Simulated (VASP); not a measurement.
Input of a VASP 6.6.1 run:

INCAR

```
SYSTEM = Hf
PREC = Accurate
ENCUT = 520
EDIFF = 1E-6
ISMEAR = -1
SIGMA = 0.01
LREAL = .FALSE.
LASPH = .TRUE.
NELM = 100
ALGO = Normal
ISIF = 2
LWAVE = .FALSE.
LCHARG = .FALSE.
GGA = PE
NBANDS = 17
```

Contents of KPOINTS:

```
Automatic mesh
0
G
  11 11 6
  0 0 0
```

The input POSCAR:

```
Hf
1.0
    3.2045059552      0.0000000000      0.0000000000
   -1.6022529776      2.7751835638      0.0000000000
    0.0000000000      0.0000000000      5.0738215932
Hf
2
Direct
    0.3333333333      0.6666666667      0.2500000000
    0.6666666667      0.3333333333      0.7500000000
```

Potentials or basis: VASP PAW PBE potentials, release 64 (Hf_pv).

Command:

```console
$ cat potpaw_PBE.64/Hf_pv/POTCAR > POTCAR
$ mpirun -np 1 vasp_std > vasp.out
```

Question: Predict the band gap on the k mesh.

Answer: Zero (band 10 reaches 6.04 eV, above the bottom of band 11 at 4.56 eV).

Question: What does it give for the pressure?

Answer: -0.3 GPa.

Stress tensor (GPa, compression positive):
```
-0.31  0.00  0.00
 0.00 -0.31  0.00
 0.00  0.00 -0.22
```

Caveat: spin-orbit coupling is left out, which moves the levels of the heavy elements.
